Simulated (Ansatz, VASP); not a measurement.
Al3Cu in VASP and in Ansatz

The input INCAR:

```
PREC = Accurate
ENCUT = 520
EDIFF = 1E-6
ISMEAR = 0
SIGMA = 0.15
LREAL = False
LASPH = True
NELM = 60
ALGO = Fast
ISIF = 2
LWAVE = False
LCHARG = False
GGA = PS
NBANDS = 18
```

The input KPOINTS:

```
Automatic mesh
0
Gamma
  12 12 12
```

File POSCAR:

```
Al3Cu
1.0
    3.8923537780      0.0729816333      0.0000000000
    0.0729816333      3.8923537780      0.0000000000
    0.0000000000      0.0000000000      3.8923537780
Al Cu
3 1
Direct
    0.0000000000      0.5000000000      0.5000000000
    0.5000000000      0.0000000000      0.5000000000
    0.5000000000      0.5000000000      0.0000000000
    0.0000000000      0.0000000000      0.0000000000
```

Input for Ansatz:

```yaml
crystal:
  lattice:
    - [3.892353778, 0.0729816333, 0.0]
    - [0.0729816333, 3.892353778, 0.0]
    - [0.0, 0.0, 3.892353778]
  atoms:
    - { symbol: Al, position: [0.0, 0.5, 0.5] }
    - { symbol: Al, position: [0.5, 0.0, 0.5] }
    - { symbol: Al, position: [0.5, 0.5, 0.0] }
    - { symbol: Cu, position: [0.0, 0.0, 0.0] }
basis:
  ecutwfc: 420
kpoints:
  mp_grid: { grid: [12, 12, 12] }
hamiltonian:
  xc: pbesol
scf:
  occupations: { method: gaussian, width: 0.15 }
output:
  forces: true
  stress: true
  eigenvalues: true
```

Change from the starting cell: strain +0.0375 x Voigt [0, 0, 0, 0, 0, 1], atoms carried along.

Alike in both runs: task single point; functional PBEsol; k mesh 12 × 12 × 12; occupations gaussian, width 0.15 eV; no spin polarisation.

```csv
,VASP,Ansatz
version,VASP 6.6.1,Ansatz 0.2.0
potentials or method,"VASP PAW PBE potentials, release 64 (Al, Cu), cutoff 520 eV","scalar-relativistic, plane waves, PAW"
valence electrons in the cell,20,28
```

VASP gave:

```
gap on the k mesh at the Fermi level (eV)                     : none
pressure (GPa)                                                : 0.4
traceless stress, the component that is largest in VASP (GPa) : -1.30
```

What did Ansatz give for the same quantities?

gap on the k mesh at the Fermi level (eV): none; pressure (GPa): 0.1; traceless stress, the component that is largest in VASP (GPa): -1.26.

VASP's potentials were made for PBE, not for PBEsol. A gap of «none» marks a metal or a gap that the smearing closes. With one functional, cell and mesh, what is left measures potentials, basis and numerics. VASP's potentials hold 20 valence electrons a cell and Ansatz's 28, so a difference there can come from the potentials and not from the codes.
